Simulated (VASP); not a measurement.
# Al (a cell with a defect) in VASP: single point with PBE

Aim: the single point of Al (a cell with a defect) with PBE.

Everything below comes from runs of VASP 6.6.1. Logs are shortened: lines on timing, memory, paths and dates and some standing lists are left out, and cuts for length are marked.

### Step 1. The cell of the first run

The cell holds a defect, 31 atoms: a = 8.100 Å, b = 8.100 Å, c = 8.100 Å, α = 90.00°, β = 90.00°, γ = 90.00°.

### Step 2. Single point, PBE

Contents of INCAR:

```
SYSTEM = Al
PREC = Accurate ; ENCUT = 520
EDIFF = 1E-7 ; ISMEAR = 0
SIGMA = 0.05 ; LREAL = Auto
LASPH = .TRUE. ; NELM = 100
ALGO = Normal ; ISIF = 2
LWAVE = .FALSE. ; LCHARG = .TRUE.
GGA = PE ; LELF = .TRUE.
LVHAR = .TRUE. ; NBANDS = 68
```

Contents of KPOINTS:

```
Automatic mesh
0
G
  3 3 3
  0 0 0
```

Contents of POSCAR:

```
Al
1.0
    8.1000000000      0.0000000000      0.0000000000
    0.0000000000      8.1000000000      0.0000000000
    0.0000000000      0.0000000000      8.1000000000
Al
31
Direct
    0.4967511111      0.0065659259      0.0005956790
    0.7440076543      0.2538264198      0.0005959259
    0.7516249383     -0.0010393827      0.2518179012
    0.0010541975      0.0006866667      0.0005834568
    0.3755014815      0.3750774074      0.0005130864
    0.7498903704      0.7495254321      0.0005833333
    0.2492759259      0.0037746914      0.2463061728
    0.5071749383      0.2434030864      0.2694160494
    0.7467979012      0.5012956790      0.2463038272
    0.5011953086     -0.0087940741      0.5006082716
    0.7593766667      0.2493796296      0.5006081481
    0.7516011111     -0.0010160494      0.7493865432
    0.0068698765      0.4964148148      0.0005655556
    0.2541625926      0.7437053086      0.0005655556
    0.0041295062      0.2489041975      0.2462444444
    0.2438627160      0.5067151852      0.2692119753
    0.5016681481      0.7464432099      0.2462392593
    0.0005027160      0.0001260494      0.5005876543
    0.2481988889      0.2478659259      0.5005806173
    0.5027092593      0.5023749383      0.5005806173
    0.7504555556      0.7500785185      0.5005879012
    0.2492839506      0.0037518519      0.7548600000
    0.5071297531      0.2434482716      0.7317986420
    0.7468209877      0.5012879012      0.7548624691
   -0.0006298765      0.7512158025      0.2518414815
   -0.0083370370      0.5008158025      0.5005567901
    0.2497580247      0.7589192593      0.5005566667
    0.0041551852      0.2488995062      0.7549467901
    0.2437954321      0.5067820988      0.7318922222
    0.5016729630      0.7464176543      0.7549517284
   -0.0006651852      0.7512508642      0.7493149383
```

Potentials or basis: VASP PAW PBE potentials, release 64 (Al).

On the command line:

```bash
> cat potpaw_PBE.64/Al/POTCAR > POTCAR
> mpirun -np 1 vasp_std > vasp.out
```

OUTCAR:

```text
SYSTEM = Al
   PREC = Accurate
   ENCUT = 520
   EDIFF = 1E-7
   ISMEAR = 0
   LREAL = Auto
   LASPH = .TRUE.
   NELM = 100
   ISIF = 2
   GGA = PE

 ion  position               nearest neighbor table
   1  0.497  0.007  0.001-   7 2.82  22 2.82   2 2.83  14 2.90  17 2.90  30 2.90  12 2.90   3 2.90
                             8 2.90  23 2.90   6 2.92   5 3.14
   2  0.744  0.254  0.001-   9 2.82  24 2.82   1 2.83  13 2.90  15 2.90  28 2.90  12 2.90   3 2.90
                             8 2.90  23 2.90   4 2.92   5 3.14
   3  0.752  0.999  0.252-   8 2.80  25 2.84  18 2.85  21 2.85  11 2.86  10 2.86   4 2.87   6 2.87
                            15 2.88  17 2.88   2 2.90   1 2.90
   4  0.001  0.001  0.001-  28 2.83  15 2.83   7 2.83  22 2.83  12 2.87   3 2.87  31 2.87  25 2.87
                             6 2.88  14 2.92   2 2.92
   5  0.376  0.375  0.001-  29 2.65  16 2.65  23 2.65   8 2.65   2 3.14   1 3.14  14 3.14  13 3.14
[... 39 lines left out ...]
  25  0.999  0.751  0.252-  16 2.80   3 2.84  18 2.85  21 2.85  27 2.86  26 2.86   4 2.87   6 2.87
                             7 2.88   9 2.88  14 2.90  13 2.90
  26  0.992  0.501  0.501-  29 2.77  16 2.77  11 2.77  21 2.81   9 2.86  25 2.86  24 2.86  31 2.86
                            15 2.90  28 2.90  19 2.92  27 2.96
  27  0.250  0.759  0.501-  29 2.77  16 2.77  10 2.77  18 2.81   7 2.86  25 2.86  22 2.86  31 2.86
                            17 2.90  30 2.90  20 2.92  26 2.96
  28  0.004  0.249  0.755-  22 2.81  13 2.82   4 2.83  19 2.86  29 2.86  11 2.86  12 2.88  18 2.88
                             2 2.90  26 2.90  24 2.92
  29  0.244  0.507  0.732-   5 2.65  26 2.77  27 2.77  31 2.80  20 2.81  19 2.81  30 2.86  28 2.86
                            14 2.90  13 2.90  23 3.02
  30  0.502  0.746  0.755-  24 2.81  14 2.82   6 2.83  20 2.86  29 2.86  10 2.86  12 2.88  21 2.88
                             1 2.90  27 2.90  22 2.92
  31  0.999  0.751  0.749-  29 2.80  12 2.84  18 2.85  21 2.85  27 2.86  26 2.86   4 2.87   6 2.87
                            22 2.88  24 2.88  14 2.90  13 2.90

  LATTYP: Found a simple cubic cell.
 ALAT       =     8.1000000000

  Lattice vectors:

 A1 = (   8.1000000000,   0.0000000000,   0.0000000000)
 A2 = (   0.0000000000,   8.1000000000,   0.0000000000)
 A3 = (   0.0000000000,   0.0000000000,   8.1000000000)

Analysis of symmetry for initial positions (statically):
=====================================================================
 Subroutine PRICEL returns:
 Original cell was already a primitive cell.

 Routine SETGRP: Setting up the symmetry group for a
 simple cubic supercell.

 Subroutine GETGRP returns: Found  2 space group operations
 (whereof  1 operations were pure point group operations)
 out of a pool of 48 trial point group operations.

The static configuration has the point symmetry C_1 .
 The point group associated with its full space group is C_1h.

Analysis of symmetry for dynamics (positions and initial velocities):
=====================================================================
 Subroutine PRICEL returns:
 Original cell was already a primitive cell.

 Routine SETGRP: Setting up the symmetry group for a
 simple cubic supercell.

 Subroutine GETGRP returns: Found  2 space group operations
 (whereof  1 operations were pure point group operations)
 out of a pool of 48 trial point group operations.

The dynamic configuration has the point symmetry C_1 .
 The point group associated with its full space group is C_1h.

 Subroutine INISYM returns: Found  2 space group operations
 (whereof  1 operations are pure point group operations),
 and found     1 'primitive' translations

----------------------------------------------------------------------------------------

                                     Primitive cell

  volume of cell :     531.4410

  direct lattice vectors                    reciprocal lattice vectors
     8.100000000  0.000000000  0.000000000     0.123456790  0.000000000  0.000000000
     0.000000000  8.100000000  0.000000000     0.000000000  0.123456790  0.000000000
     0.000000000  0.000000000  8.100000000     0.000000000  0.000000000  0.123456790

  length of vectors
     8.100000000  8.100000000  8.100000000     0.123456790  0.123456790  0.123456790

  position of ions in fractional coordinates (direct lattice)
     0.496751111  0.006565926  0.000595679
     0.744007654  0.253826420  0.000595926
     0.751624938  0.998960617  0.251817901
     0.001054197  0.000686667  0.000583457
     0.375501482  0.375077407  0.000513086
     0.749890370  0.749525432  0.000583333
[... 23 lines left out ...]
     0.501672963  0.746417654  0.754951728
     0.999334815  0.751250864  0.749314938

  ion indices of the primitive-cell ions
   primitive index   ion index
                 1           1
                 2           2
                 3           3
                 4           4
                 5           5
                 6           6
[... 23 lines left out ...]
                30          30
                31          31

----------------------------------------------------------------------------------------

 KPOINTS: Automatic mesh

Automatic generation of k-mesh.
 Grid dimensions read from file:
 generate k-points for:    3    3    3

 Generating k-lattice:

  Cartesian coordinates                     Fractional coordinates (reciprocal lattice)
     0.041152263  0.000000000  0.000000000     0.333333333  0.000000000  0.000000000
     0.000000000  0.041152263  0.000000000     0.000000000  0.333333333  0.000000000
     0.000000000  0.000000000  0.041152263     0.000000000  0.000000000  0.333333333

  Length of vectors
     0.041152263  0.041152263  0.041152263

  Shift w.r.t. Gamma in fractional coordinates (k-lattice)
     0.000000000  0.000000000  0.000000000

 Subroutine IBZKPT returns following result:
 ===========================================

 Found     10 irreducible k-points:

 Following reciprocal coordinates:
            Coordinates               Weight
  0.000000  0.000000  0.000000      1.000000
  0.333333  0.000000  0.000000      4.000000
  0.000000  0.000000  0.333333      2.000000
  0.333333  0.333333  0.000000      2.000000
  0.000000  0.333333  0.333333      4.000000
  0.333333  0.000000  0.333333      4.000000
 -0.333333  0.333333  0.000000      2.000000
  0.333333  0.333333  0.333333      4.000000
 -0.333333  0.333333  0.333333      2.000000
  0.333333 -0.333333  0.333333      2.000000
   k-points           NKPTS =     10   k-points in BZ     NKDIM =     10   number of bands    NBANDS=     68
   number of dos      NEDOS =    301   number of ions     NIONS =     31
   total plane-waves  NPLWV = 216000
   dimension x,y,z NGX =    60 NGY =   60 NGZ =   60
   dimension x,y,z NGXF=   120 NGYF=  120 NGZF=  120
   ions per type =              31
   NGX,Y,Z   is equivalent  to a cutoff of  12.31, 12.31, 12.31 a.u.
   NGXF,Y,Z  is equivalent  to a cutoff of  24.63, 24.63, 24.63 a.u.
 SYSTEM =  Al
   PREC   = accura    normal or accurate (medium, high low for compatibility)
   ISTART =      0    job   : 0-new  1-cont  2-samecut
   ICHARG =      2    charge: 1-file 2-atom 10-const
   ISPIN  =      1    spin polarized calculation?
   LNONCOLLINEAR =      F non collinear calculations
   LSORBIT =      F    spin-orbit coupling
   LASPH  =      T    aspherical Exc in radial PAW
   ENCUT  =  520.0 eV  38.22 Ry    6.18 a.u.  15.06 15.06 15.06*2*pi/ulx,y,z
   NELM   =    100;   NELMIN=  2; NELMDL= -5     # of ELM steps
   EDIFF  = 0.1E-06   stopping-criterion for ELM
   LREAL  =      T    real-space projection
   EDIFFG = 0.1E-05   stopping-criterion for IOM
   NSW    =      0    number of steps for IOM
   IBRION =     -1    ionic relax: 0-MD 1-quasi-New 2-CG
   NFREE  =      0    steps in history (QN), initial steepest desc. (CG)
   ISIF   =      2    stress and relaxation
   ISYM   =      2    0-nonsym 1-usesym 2-fastsym
   POTIM  = 0.5000    time-step for ionic-motion
   TEBEG  =    0.0;   TEEND  =   0.0 temperature during run
   PSTRESS=    0.0 pullay stress
   NELECT =      93.0000    total number of electrons
   NUPDOWN=      -1.0000    fix difference up-down
   EMIN   =  10.00;   EMAX   =-10.00  energy-range for DOS
   EFERMI =   0.00;   METHOD = LEGACY
   ISMEAR =     0;   SIGMA  =   0.05  broadening in eV -4-tet -1-fermi 0-gaus
   EFERMI_NEDOS =   21; number of points for ismear=-14 and -15
   IALGO  =     38    algorithm
   IMIX   =      4    mixing-type and parameters
     AMIX     =   0.40;   BMIX     =  1.00
     AMIX_MAG =   1.60;   BMIX_MAG =  1.00
  volume/ion in A,a.u.               =      17.14       115.69
  Fermi-wavevector in a.u.,A,eV,Ry     =   0.915695  1.730412 11.408446  0.838497
  Thomas-Fermi vector in A             =   2.040466
   LORBIT       =      0    0 simple, 1 ext, 2 COOP (PROOUT), +10 PAW based schemes
   GGA     = PE    functional components
   LHFCALC =     F    Hartree Fock is set to
   AEXX    =    0.0000 exact exchange contribution
   IVDW    =     0    specifies the selected vdW correction
   LEPSILON=     F    determine dielectric tensor
   LRPA    =     F    only Hartree local field effects (RPA)
 non-spin polarized calculation
 Gauss-broadening in eV      SIGMA  =   0.05
  energy-cutoff  :      520.00
  volume of cell :      531.44
 maximum number of plane-waves:     14358
   NGX = 31   NGY = 31   NGZ = 31

 number of electron      93.0000000 magnetization

 Free energy of the ion-electron system (eV)
  ---------------------------------------------------
  ext. energy  EPLUGINS =         0.00000000
  ---------------------------------------------------
  free energy    TOTEN  =      -115.27687521 eV

  energy without entropy =     -115.26080397  energy(sigma->0) =     -115.26883959

 E-fermi :   7.4678     XC(G=0): -10.0335

 val. band max:        7.4630919255   @ k =   0.3333  -0.3333   0.3333
 cond. band min:       7.4745131754   @ k =   0.3333   0.0000   0.0000
 fundamental gap:      0.0114212499
 Fermi energy:         7.4678000528

 k-point     1 :       0.0000    0.0000    0.0000
  band No.  band energies     occupation
      1      -3.3632      2.00000
      2      -1.2761      2.00000
      3      -1.2365      2.00000
      4      -1.1615      2.00000
      5      -1.1587      2.00000
      6      -0.9451      2.00000
[... 599 lines left out ...]
     57       9.2564      0.00000
     58       9.4534      0.00000
 [bands above 58 left out]

------------------------ aborting loop because EDIFF is reached ----------------------------------------

  FORCE on cell =-STRESS in cart. coord.  units (eV):
  Direction    XX          YY          ZZ          XY          YZ          ZX
  --------------------------------------------------------------------------------------
  -------------------------------------------------------------------------------------
  Total       -3.3640351     -3.3640351      0.4774008      0.3508651      0.0025210     -0.0025209
  in kB      -10.1418234    -10.1418234      1.4392581      1.0577809      0.0076001     -0.0076001
  external PRESSURE =      -6.2814629 kB  Pullay stress =       0.0000000 kB

 VOLUME and BASIS-vectors are now :
 -----------------------------------------------------------------------------
  energy-cutoff  :      520.00
  volume of cell :      531.44
      direct lattice vectors                 reciprocal lattice vectors
     8.100000000  0.000000000  0.000000000     0.123456790  0.000000000  0.000000000
     0.000000000  8.100000000  0.000000000     0.000000000  0.123456790  0.000000000
     0.000000000  0.000000000  8.100000000     0.000000000  0.000000000  0.123456790

 POSITION                                       TOTAL-FORCE (eV/Angst)
 -----------------------------------------------------------------------------------
      4.02368      0.05318      0.00482        -0.000780     -0.003325     -0.000073
      6.02646      2.05599      0.00483         0.003325      0.000780     -0.000073
      6.08816      8.09158      2.03972         0.001808     -0.001808      0.003915
      0.00854      0.00556      0.00473         0.004170      0.001270      0.004103
      3.04156      3.03813      0.00416         0.001224     -0.001224     -0.000010
      6.07411      6.07116      0.00472        -0.001270     -0.004170      0.004103
[... 23 lines left out ...]
      4.06355      6.04598      6.11511        -0.003550      0.001390     -0.002479
      8.09461      6.08513      6.06945        -0.003677      0.003677     -0.003334
 -----------------------------------------------------------------------------------
    total drift:                                0.003135     -0.005476      0.010491

  FREE ENERGIE OF THE ION-ELECTRON SYSTEM (eV)
  ---------------------------------------------------
  free  energy   TOTEN  =      -115.2768752111 eV

  energy  without entropy=     -115.2608039681  energy(sigma->0) =     -115.26883959
```

It took 3.3 min on 1 thread of Intel Xeon 6975P-C (Granite Rapids), shared host; peak memory 0.57 GiB.

What came out:

* Free energy: -115.2769 eV
* Pressure: -0.6 GPa
* Largest force: 0.011 eV/Å

Forces in eV/Å, atoms in the order of the input:
```
Al  -0.001 -0.003  0.000
Al   0.003  0.001  0.000
Al   0.002 -0.002  0.004
Al   0.004  0.001  0.004
Al   0.001 -0.001  0.000
Al  -0.001 -0.004  0.004
Al   0.001  0.000 -0.002
Al  -0.004  0.004 -0.010
Al   0.000 -0.001 -0.002
Al   0.001 -0.002  0.000
Al   0.002 -0.001  0.000
Al   0.004 -0.004 -0.004
Al  -0.004 -0.001  0.000
Al   0.001  0.004  0.000
Al  -0.002  0.002 -0.001
Al   0.001 -0.001 -0.003
Al  -0.002  0.002 -0.001
Al   0.000 -0.003  0.005
Al  -0.002 -0.002  0.001
Al   0.002  0.002  0.001
Al   0.003  0.000  0.005
Al   0.001  0.001  0.000
Al  -0.001  0.001  0.004
Al  -0.001 -0.001  0.000
Al  -0.003  0.003  0.003
Al  -0.001 -0.001  0.000
Al   0.001  0.001  0.000
Al  -0.001  0.004 -0.002
Al   0.002 -0.002  0.002
Al  -0.004  0.001 -0.002
Al  -0.004  0.004 -0.003
```

Stress tensor (GPa, compression positive):
```
-1.01  0.11  0.00
 0.11 -1.01  0.00
 0.00  0.00  0.14
```
